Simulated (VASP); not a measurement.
Here is a VASP 6.6.1 calculation.

File INCAR:

```
SYSTEM = SnTe
PREC = Accurate ; ENCUT = 520
EDIFF = 1E-6 ; ISMEAR = 0
SIGMA = 0.03 ; LREAL = .FALSE.
LASPH = .TRUE. ; NELM = 60
ALGO = Normal ; ISIF = 2
LWAVE = .FALSE. ; LCHARG = .FALSE.
GGA = PE ; NBANDS = 17
```

KPOINTS

```
regular mesh
0
G
  10 10 10
  0 0 0
```

POSCAR

```
SnTe
1.0
    0.0000000000      3.1091525000      3.2511950000
    3.1091525000      0.0000000000      3.2511950000
    3.1091525000      3.1091525000      0.0000000000
Sn Te
1 1
Direct
    0.0000000000      0.0000000000      0.0000000000
    0.5000000000      0.5000000000      0.5000000000
```

Potentials or basis: VASP PAW PBE potentials, release 64 (Sn_d, Te).

Command:

```sh
$ cat potpaw_PBE.64/Sn_d/POTCAR potpaw_PBE.64/Te/POTCAR > POTCAR
$ mpirun -np 1 vasp_std > vasp.out
```

Q: Estimate the pressure.

A: 2.2 GPa.

Q: Predict the band gap on the k mesh.

A: 0.20 eV, direct.

Stress tensor (GPa, compression positive):
```
 4.08  0.00  0.00
 0.00  4.08  0.00
 0.00  0.00 -1.42
```

Caveat: the cell differs from its parent crystal (strain -0.015 along x and y, +0.030 along z); spin-orbit coupling is left out, which moves the levels of the heavy elements. A k mesh can miss the band edges.
